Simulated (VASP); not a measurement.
# Pt (P6_3/mmc) in VASP: a series of runs

Aim: see how the results for Pt move with the level of theory and the settings. Levels: r2SCAN, r2SCAN0. Tasks: single point.

All numbers are computed with VASP 6.6.1; they aren't measurements. Logs are shortened: lines on timing, memory, paths and dates and some standing lists are left out, and cuts for length are marked.

### 1 The cell of the first run

Symmetry: P6_3/mmc, No. 194, hexagonal system. Conventional cell: a = 2.839 Å, b = 2.839 Å, c = 4.947 Å, α = 90.00°, β = 90.00°, γ = 120.00°. Within 3.7 Å of Pt (site symmetry -6m2) lie 12 Pt at 2.84 to 2.97 Å.

This isn't the form of Pt at room conditions, which is fcc.

### 2 Single point, r2SCAN, collinear spin (17.26 Å³/atom)

Contents of POSCAR:

```
Pt
1.0
    2.8385645450      0.0000000000      0.0000000000
   -1.4192822725      2.4582690063      0.0000000000
    0.0000000000      0.0000000000      4.9468080423
Pt
2
Direct
    0.3333333333      0.6666666667      0.2500000000
    0.6666666667      0.3333333333      0.7500000000
```

Contents of INCAR.step1:

```
SYSTEM = Pt
ALGO = Normal ; EDIFF = 1E-4
ENCUT = 520 ; GGA = PE
ISMEAR = -1 ; ISPIN = 2
LASPH = .TRUE. ; LCHARG = .FALSE.
LMAXMIX = 4 ; LREAL = .FALSE.
LWAVE = .TRUE. ; MAGMOM = 1 1
NBANDS = 21 ; NELM = 150
PREC = Accurate ; SIGMA = 0.05
```

Contents of INCAR.step2:

```
SYSTEM = Pt
ALGO = Normal ; EDIFF = 1E-6
ENCUT = 520 ; ISIF = 2
ISMEAR = -1 ; ISPIN = 2
ISTART = 1 ; LASPH = .TRUE.
LCHARG = .TRUE. ; LELF = .TRUE.
LMAXMIX = 4 ; LMIXTAU = .TRUE.
LORBIT = 11 ; LREAL = .FALSE.
LVHAR = .TRUE. ; LWAVE = .FALSE.
MAGMOM = 1 1 ; METAGGA = R2SCAN
NBANDS = 21 ; NELM = 150
PREC = Accurate ; SIGMA = 0.05
```

Contents of KPOINTS:

```
k-points
0
G
  22 22 11
  0 0 0
```

Potentials or basis: VASP PAW PBE potentials, release 64 (Pt).

Started as:

```
$ cat potpaw_PBE.64/Pt/POTCAR > POTCAR
$ cp INCAR.step1 INCAR
$ mpirun -np 1 vasp_std > vasp.out
$ cp INCAR.step2 INCAR
$ mpirun -np 1 vasp_std > vasp.out
```

OUTCAR:

```text
SYSTEM = Pt
   EDIFF = 1E-6
   ENCUT = 520
   ISIF = 2
   ISMEAR = -1
   ISPIN = 2
   ISTART = 1
   LASPH = .TRUE.
   LORBIT = 11
   LREAL = .FALSE.
   METAGGA = R2SCAN
   NELM = 150
   PREC = Accurate

 ion  position               nearest neighbor table
   1  0.333  0.667  0.250-   2 2.97   2 2.97   2 2.97   2 2.97   2 2.97   2 2.97
   2  0.667  0.333  0.750-   1 2.97   1 2.97   1 2.97   1 2.97   1 2.97   1 2.97

  LATTYP: Found a hexagonal cell.
 ALAT       =     2.8385645450
 C/A-ratio  =     1.7427146587

  Lattice vectors:

 A1 = (   2.8385645450,   0.0000000000,   0.0000000000)
 A2 = (  -1.4192822725,   2.4582690063,   0.0000000000)
 A3 = (   0.0000000000,   0.0000000000,   4.9468080423)

Analysis of symmetry for initial positions (statically):
=====================================================================
 Subroutine PRICEL returns:
 Original cell was already a primitive cell.

 Routine SETGRP: Setting up the symmetry group for a
 hexagonal supercell.

 Subroutine GETGRP returns: Found 24 space group operations
 (whereof 12 operations were pure point group operations)
 out of a pool of 24 trial point group operations.

The static configuration has the point symmetry D_3d.
 The point group associated with its full space group is D_6h.

Analysis of symmetry for dynamics (positions and initial velocities):
=====================================================================
 Subroutine PRICEL returns:
 Original cell was already a primitive cell.

 Routine SETGRP: Setting up the symmetry group for a
 hexagonal supercell.

 Subroutine GETGRP returns: Found 24 space group operations
 (whereof 12 operations were pure point group operations)
 out of a pool of 24 trial point group operations.

The dynamic configuration has the point symmetry D_3d.
 The point group associated with its full space group is D_6h.

Analysis of structural, dynamic, and magnetic symmetry:
=====================================================================
 Subroutine PRICEL returns:
 Original cell was already a primitive cell.

 Routine SETGRP: Setting up the symmetry group for a
 hexagonal supercell.

 Subroutine GETGRP returns: Found 24 space group operations
 (whereof 12 operations were pure point group operations)
 out of a pool of 24 trial point group operations.

The overall configuration has the point symmetry D_3d.
 The point group associated with its full space group is D_6h.

 Subroutine INISYM returns: Found 24 space group operations
 (whereof 12 operations are pure point group operations),
 and found     1 'primitive' translations

----------------------------------------------------------------------------------------

                                     Primitive cell

  volume of cell :      34.5186

  direct lattice vectors                    reciprocal lattice vectors
     2.838564545  0.000000000  0.000000000     0.352290739  0.203395153  0.000000000
    -1.419282273  2.458269006  0.000000000     0.000000000  0.406790305  0.000000000
     0.000000000  0.000000000  4.946808042     0.000000000  0.000000000  0.202150557

  length of vectors
     2.838564545  2.838564545  4.946808042     0.406790305  0.406790305  0.202150557

  position of ions in fractional coordinates (direct lattice)
     0.333333333  0.666666667  0.250000000
     0.666666667  0.333333333  0.750000000

  ion indices of the primitive-cell ions
   primitive index   ion index
                 1           1
                 2           2

----------------------------------------------------------------------------------------

 KPOINTS: k-points

Automatic generation of k-mesh.
 Grid dimensions read from file:
 generate k-points for:   22   22   11

 Generating k-lattice:

  Cartesian coordinates                     Fractional coordinates (reciprocal lattice)
     0.016013215  0.009245234  0.000000000     0.045454545  0.000000000  0.000000000
     0.000000000  0.018490468  0.000000000     0.000000000  0.045454545  0.000000000
     0.000000000  0.000000000  0.018377323     0.000000000  0.000000000  0.090909091

  Length of vectors
     0.018490468  0.018490468  0.018377323

  Shift w.r.t. Gamma in fractional coordinates (k-lattice)
     0.000000000  0.000000000  0.000000000

 Subroutine IBZKPT returns following result:
 ===========================================

 Found    312 irreducible k-points:

 Following reciprocal coordinates:
            Coordinates               Weight
  0.000000  0.000000  0.000000      1.000000
  0.045455  0.000000  0.000000      6.000000
  0.090909  0.000000  0.000000      6.000000
  0.136364  0.000000  0.000000      6.000000
  0.181818 -0.000000  0.000000      6.000000
  0.227273  0.000000  0.000000      6.000000
[... 16 lines left out ...]
  0.090909  0.090909  0.000000      6.000000
  0.136364  0.090909  0.000000     12.000000
 [... further k-points ...]
   k-points           NKPTS =    312   k-points in BZ     NKDIM =    312   number of bands    NBANDS=     21
   number of dos      NEDOS =    301   number of ions     NIONS =      2
   total plane-waves  NPLWV =  23040
   dimension x,y,z NGX =    24 NGY =   24 NGZ =   40
   dimension x,y,z NGXF=    48 NGYF=   48 NGZF=   80
   ions per type =               2
   NGX,Y,Z   is equivalent  to a cutoff of  14.06, 14.06, 13.44 a.u.
   NGXF,Y,Z  is equivalent  to a cutoff of  28.11, 28.11, 26.89 a.u.
 SYSTEM =  Pt
   PREC   = accura    normal or accurate (medium, high low for compatibility)
   ISTART =      1    job   : 0-new  1-cont  2-samecut
   ICHARG =      0    charge: 1-file 2-atom 10-const
   ISPIN  =      2    spin polarized calculation?
   LNONCOLLINEAR =      F non collinear calculations
   LSORBIT =      F    spin-orbit coupling
   LASPH  =      T    aspherical Exc in radial PAW
   ENCUT  =  520.0 eV  38.22 Ry    6.18 a.u.   5.28  5.28  9.20*2*pi/ulx,y,z
   NELM   =    150;   NELMIN=  2; NELMDL=  0     # of ELM steps
   EDIFF  = 0.1E-05   stopping-criterion for ELM
   LREAL  =      F    real-space projection
   EDIFFG = 0.1E-04   stopping-criterion for IOM
   NSW    =      0    number of steps for IOM
   IBRION =     -1    ionic relax: 0-MD 1-quasi-New 2-CG
   NFREE  =      0    steps in history (QN), initial steepest desc. (CG)
   ISIF   =      2    stress and relaxation
   ISYM   =      2    0-nonsym 1-usesym 2-fastsym
   POTIM  = 0.5000    time-step for ionic-motion
   TEBEG  =    0.0;   TEEND  =   0.0 temperature during run
   PSTRESS=    0.0 pullay stress
   NELECT =      20.0000    total number of electrons
   NUPDOWN=      -1.0000    fix difference up-down
   EMIN   =  10.00;   EMAX   =-10.00  energy-range for DOS
   EFERMI =   0.00;   METHOD = LEGACY
   ISMEAR =    -1;   SIGMA  =   0.05  broadening in eV -4-tet -1-fermi 0-gaus
   EFERMI_NEDOS =   21; number of points for ismear=-14 and -15
   IALGO  =     38    algorithm
   IMIX   =      4    mixing-type and parameters
     AMIX     =   0.40;   BMIX     =  1.00
     AMIX_MAG =   1.60;   BMIX_MAG =  1.00
  volume/ion in A,a.u.               =      17.26       116.47
  Fermi-wavevector in a.u.,A,eV,Ry     =   1.364794  2.579087 25.343062  1.862662
  Thomas-Fermi vector in A             =   2.491079
   LORBIT       =     11    0 simple, 1 ext, 2 COOP (PROOUT), +10 PAW based schemes
   METAGGA = R2SCAN    functional components
   LHFCALC =     F    Hartree Fock is set to
   AEXX    =    0.0000 exact exchange contribution
   IVDW    =     0    specifies the selected vdW correction
   LEPSILON=     F    determine dielectric tensor
   LRPA    =     F    only Hartree local field effects (RPA)
 spin polarized calculation
  energy-cutoff  :      520.00
  volume of cell :       34.52
 maximum number of plane-waves:       943
 NGX is ok and might be reduce to    24
   NGX = 11   NGY = 11   NGZ = 19

 number of electron      19.9999999 magnetization      -0.0045812

 number of electron      19.9999999 magnetization       0.0025152

 Free energy of the ion-electron system (eV)
  ---------------------------------------------------
  ext. energy  EPLUGINS =         0.00000000
  ---------------------------------------------------
  free energy    TOTEN  =      -102.61547658 eV

  energy without entropy =     -102.58347128  energy(sigma->0) =     -102.59947393

 E-fermi :   8.5794     XC(G=0): -13.6772

 val. band max:        8.5791410505   @ k =   0.4091   0.1818   0.4545
 cond. band min:       8.5795051331   @ k =   0.4091   0.1818   0.1818
 fundamental gap:      0.0003640826
 Fermi energy:         8.5794046037

 spin component 1

 k-point     1 :       0.0000    0.0000    0.0000
  band No.  band energies     occupation
      1      -0.3961      1.00000
      2       2.1489      1.00000
      3       5.0675      1.00000
      4       5.5255      1.00000
      5       5.5255      1.00000
      6       5.8359      1.00000
[... 13 lines left out ...]
     20      31.7561      0.00000
     21      33.2242      0.00000
[... 529 lines left out ...]
 k-point    24 :       0.1364    0.0909    0.0000
  band No.  band energies     occupation
      1       0.8899      1.00000
      2       3.2116      1.00000
      3       4.7032      1.00000
      4       5.3483      1.00000
      5       5.4023      1.00000
      6       5.8575      1.00000
[... 13 lines left out ...]
     20      30.1364      0.00000
     21      31.7403      0.00000

 [... further k-points ...]

 spin component 2

 k-point     1 :       0.0000    0.0000    0.0000
  band No.  band energies     occupation
      1      -0.3965      1.00000
      2       2.1494      1.00000
      3       5.0684      1.00000
      4       5.5266      1.00000
      5       5.5267      1.00000
      6       5.8370      1.00000
[... 13 lines left out ...]
     20      31.7556      0.00000
     21      33.2220      0.00000
[... 529 lines left out ...]
 k-point    24 :       0.1364    0.0909    0.0000
  band No.  band energies     occupation
      1       0.8895      1.00000
      2       3.2121      1.00000
      3       4.7042      1.00000
      4       5.3494      1.00000
      5       5.4031      1.00000
      6       5.8584      1.00000
[... 13 lines left out ...]
     20      30.1369      0.00000
     21      31.7410      0.00000

 [... further k-points ...]

------------------------ aborting loop because EDIFF is reached ----------------------------------------

  FORCE on cell =-STRESS in cart. coord.  units (eV):
  Direction    XX          YY          ZZ          XY          YZ          ZX
  --------------------------------------------------------------------------------------
  -------------------------------------------------------------------------------------
  Total       -4.8957553     -4.8957553     -4.2708870      0.0000000      0.0000000      0.0000000
  in kB     -227.2359531   -227.2359531   -198.2327579      0.0000000      0.0000000      0.0000000
  external PRESSURE =    -217.5682214 kB  Pullay stress =       0.0000000 kB

 VOLUME and BASIS-vectors are now :
 -----------------------------------------------------------------------------
  energy-cutoff  :      520.00
  volume of cell :       34.52
      direct lattice vectors                 reciprocal lattice vectors
     2.838564545  0.000000000  0.000000000     0.352290739  0.203395153  0.000000000
    -1.419282273  2.458269006  0.000000000     0.000000000  0.406790305  0.000000000
     0.000000000  0.000000000  4.946808042     0.000000000  0.000000000  0.202150557

 POSITION                                       TOTAL-FORCE (eV/Angst)
 -----------------------------------------------------------------------------------
     -0.00000      1.63885      1.23670        -0.000000     -0.000000      0.000000
      1.41928      0.81942      3.71011         0.000000      0.000000      0.000000
 -----------------------------------------------------------------------------------
    total drift:                               -0.000000      0.000000     -0.000000

  FREE ENERGIE OF THE ION-ELECTRON SYSTEM (eV)
  ---------------------------------------------------
  free  energy   TOTEN  =      -102.6154765793 eV

  energy  without entropy=     -102.5834712767  energy(sigma->0) =     -102.59947393

 total charge

# of ion       s       p       d       tot
------------------------------------------
    1        0.576   0.449   7.985   9.010
    2        0.576   0.449   7.985   9.010
--------------------------------------------------
tot          1.152   0.899  15.971  18.021

 magnetization (x)

# of ion       s       p       d       tot
------------------------------------------
    1        0.000  -0.000   0.001   0.001
    2        0.000  -0.000   0.001   0.001
--------------------------------------------------
tot          0.000  -0.000   0.003   0.003
```

Wall time 56 min (1 thread of Oxide Virtual Turin-like, shared host); peak memory 0.39 GiB.

Results:

- Free energy: -102.6155 eV
- Pressure: -21.8 GPa
- Band gap on the k mesh: zero (filled and empty bands overlap)
- Net moment: 0.00 μB per cell
- Valence electrons inside the program's atomic spheres: Pt 9.01

Stress tensor (GPa, compression positive):
```
-22.72   0.00   0.00
  0.00 -22.72   0.00
  0.00   0.00 -19.82
```

Caveat: the cell stands under tension; the PAW data sets were made with another functional, which shifts forces and pressure a little; spin-orbit coupling is left out, which moves the levels of the heavy elements.

### 3 Single point, r2SCAN0

This run uses another cell than the first one, of 15.42 Å³/atom.

Contents of POSCAR:

```
Pt
1.0
    2.7393865603      0.0000000000      0.0000000000
   -1.3696932802      2.3723783520      0.0000000000
    0.0000000000      0.0000000000      4.7455794522
Pt
2
Direct
    0.3333333333      0.6666666667      0.2500000000
    0.6666666667      0.3333333333      0.7500000000
```

Contents of INCAR.step1:

```
SYSTEM = Pt
PREC = Accurate ; ENCUT = 520
EDIFF = 1E-5 ; ISMEAR = -1
SIGMA = 0.1 ; LREAL = .FALSE.
LASPH = .TRUE. ; NELM = 80
ALGO = Normal ; ISIF = 2
LWAVE = .TRUE. ; NBANDS = 17
GGA = PE
```

Contents of INCAR.step2:

```
SYSTEM = Pt
PREC = Accurate ; ENCUT = 520
EDIFF = 1E-6 ; ISMEAR = -1
SIGMA = 0.1 ; LREAL = .FALSE.
LASPH = .TRUE. ; NELM = 80
ALGO = Normal ; ISIF = 2
LWAVE = .FALSE. ; LCHARG = .TRUE.
METAGGA = R2SCAN ; LHFCALC = .TRUE.
AEXX = 0.25 ; LMIXTAU = .TRUE.
PRECFOCK = Normal ; LELF = .TRUE.
LVHAR = .TRUE. ; NBANDS = 17
ISTART = 1
```

Contents of KPOINTS:

```
regular mesh
0
G
  7 7 4
  0 0 0
```

Potentials or basis: VASP PAW PBE potentials, release 64 (Pt).

Started as:

```
$ cat potpaw_PBE.64/Pt/POTCAR > POTCAR
$ cp INCAR.step1 INCAR
$ mpirun -np 1 vasp_std > vasp.out
$ cp INCAR.step2 INCAR
$ mpirun -np 1 vasp_std > vasp.out
```

Wall time 1.7 h (1 thread of Oxide Virtual Turin-like, shared host); peak memory 0.14 GiB.

Results (log left out):

```yaml
Free_energy: -83.6431 eV
Pressure: -5.4 GPa
Band_gap_on_the_k_mesh: zero (bands 10 and 11 overlap by 2.40 eV)
```

Stress tensor (GPa, compression positive):
```
-11.21   0.00   0.00
  0.00 -11.21   0.00
  0.00   0.00   6.10
```

Levels at points of the mesh, in eV from the Fermi level:
| k point | band 6 | band 7 | band 8 | band 9 | band 10 | band 11 | band 12 | band 13 | band 14 | band 15 |
| --- | --- | --- | --- | --- | --- | --- | --- | --- | --- | --- |
| (0.00, 0.00, 0.00) | -4.30 | -4.30 | -3.05 | -3.05 | -1.05 | -1.05 | -0.76 | 6.49 | 17.36 | 18.07 |
| (0.00, 0.00, 0.50) | -4.73 | -4.73 | -4.73 | -1.81 | -1.81 | -1.81 | -1.81 | 14.31 | 14.31 | 17.85 |

Caveat: the k points lie up to 0.38 Å⁻¹ apart, too coarse for converged energies and pressures of a metal; the PAW data sets were made with another functional, which shifts forces and pressure a little; spin-orbit coupling is left out, which moves the levels of the heavy elements.

The gap in the log of VASP goes by the Fermi energy; the results here count the filled bands.